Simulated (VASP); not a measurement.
Here is a VASP 6.6.1 calculation.

INCAR

```
PREC     = Accurate       # precision mode
ENCUT    = 700            # plane-wave cutoff, eV
EDIFF    = 1E-6           # SCF threshold, eV
ISMEAR   = -1             # smearing method
SIGMA    = 0.05           # smearing width, eV
LREAL    = F              # projectors in reciprocal space
LASPH    = T              # aspherical terms in the spheres
NELM     = 200            # most SCF steps
ALGO     = Normal         # electronic algorithm
ISIF     = 2              # what is computed and relaxed
LWAVE    = F              # write WAVECAR
LCHARG   = F              # write CHGCAR
ISPIN    = 2              # spin polarisation
MAGMOM   = 0 0            # initial moments
LORBIT   = 11             # projections on sites
NUPDOWN  = 0.0            # fixed moment
LMAXMIX  = 4              # l up to which the mixer works
GGA      = PE             # functional
NBANDS   = 22             # bands
GGA_COMPAT= F
```

KPOINTS

```
Automatic mesh
0
Gamma
  10 10 10
```

POSCAR

```
FeO
1.0
   -1.6021034130      1.6021034130      2.0833922500
    1.6021034130     -1.6021034130      2.0833922500
    1.6021034130      1.6021034130     -2.0833922500
Fe O
1 1
Direct
    0.0000000000      0.0000000000      0.0000000000
    0.5000000000      0.5000000000      0.0000000000
```

Potentials or basis: VASP PAW PBE potentials, release 64 (Fe_sv, O).

Command:

```sh
$ cat potpaw_PBE.64/Fe_sv/POTCAR potpaw_PBE.64/O/POTCAR > POTCAR
$ mpirun -np 1 vasp_std > vasp.out
```

What does it give for the pressure?

-30.7 GPa.

Stress tensor (GPa, compression positive):
```
-29.99   0.00   0.00
  0.00 -29.99   0.00
  0.00   0.00 -32.21
```

Caveat: the cell stands under tension; the total moment is fixed, so each spin has its own Fermi level.
